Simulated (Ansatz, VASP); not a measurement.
**Two plane-wave programs on BeS**

POSCAR

```
BeS
1.0
    0.0000000000      2.3172971949      2.3172971949
    2.3172971949      0.0000000000      2.3172971949
    2.3172971949      2.3172971949      0.0000000000
Be S
1 1
Direct
    0.0000000000      0.0000000000      0.0000000000
    0.5000000000      0.5000000000      0.5000000000
```

File INCAR.step1:

```
SYSTEM = BeS
PREC     = Accurate       ! precision mode
ENCUT    = 520            ! plane-wave cutoff, eV
ISMEAR   = 0              ! smearing method
SIGMA    = 0.01           ! smearing width, eV
LREAL    = .FALSE.        ! projectors in reciprocal space
LASPH    = .TRUE.         ! aspherical terms in the spheres
NELM     = 60             ! most SCF steps
NBANDS   = 11             ! bands
GGA      = PE             ! functional
ALGO     = Normal         ! electronic algorithm
EDIFF    = 1E-4           ! SCF threshold, eV
LWAVE    = .TRUE.         ! write WAVECAR
LCHARG   = .FALSE.        ! write CHGCAR
```

Contents of INCAR.step2:

```
SYSTEM = BeS
PREC     = Accurate       ! precision mode
ENCUT    = 520            ! plane-wave cutoff, eV
EDIFF    = 1E-6           ! SCF threshold, eV
ISMEAR   = 0              ! smearing method
SIGMA    = 0.01           ! smearing width, eV
LREAL    = .FALSE.        ! projectors in reciprocal space
LASPH    = .TRUE.         ! aspherical terms in the spheres
NELM     = 60             ! most SCF steps
ALGO     = Normal         ! electronic algorithm
ISIF     = 2              ! what is computed and relaxed
LWAVE    = .FALSE.        ! write WAVECAR
LCHARG   = .TRUE.         ! write CHGCAR
METAGGA  = R2SCAN         ! meta-GGA
LMIXTAU  = .TRUE.       
LELF     = .TRUE.         ! ELF
LVHAR    = .TRUE.       
NBANDS   = 11             ! bands
ISTART   = 1
```

Contents of KPOINTS:

```
regular mesh
0
G
  8 8 8
  0 0 0
```

Input for Ansatz:

```yaml
crystal:
  lattice:
    - [0.0, 2.3172971949, 2.3172971949]
    - [2.3172971949, 0.0, 2.3172971949]
    - [2.3172971949, 2.3172971949, 0.0]
  atoms:
    - { symbol: Be, position: [0.0, 0.0, 0.0] }
    - { symbol: S, position: [0.5, 0.5, 0.5] }
kpoints:
  mp_grid: { grid: [8, 8, 8] }
hamiltonian:
  xc: r2scan
scf:
  occupations: { method: fixed }
  n_extra_bands: 4
output:
  forces: true
  stress: true
  eigenvalues: true
```

Alike in both runs: task single point; functional r2SCAN; k mesh 8 × 8 × 8; no spin polarisation.

|  | VASP | Ansatz |
| --- | --- | --- |
| version | VASP 6.6.1 | Ansatz 0.2.0 |
| potentials or method | VASP PAW PBE potentials, release 64 (Be, S) | plane waves, PAW |
| plane-wave cutoff (eV) | 520 | 500 |
| occupations | gaussian, width 0.01 eV | fixed |
| valence electrons in the cell | 8 | 8 |

```csv
,VASP,Ansatz,Ansatz less VASP
gap on the k mesh at the Fermi level (eV),1.35,1.35,-0.003
pressure (GPa),0.0,0.0,-0.02
```

VASP's potentials were made for PBE, not for r2SCAN.
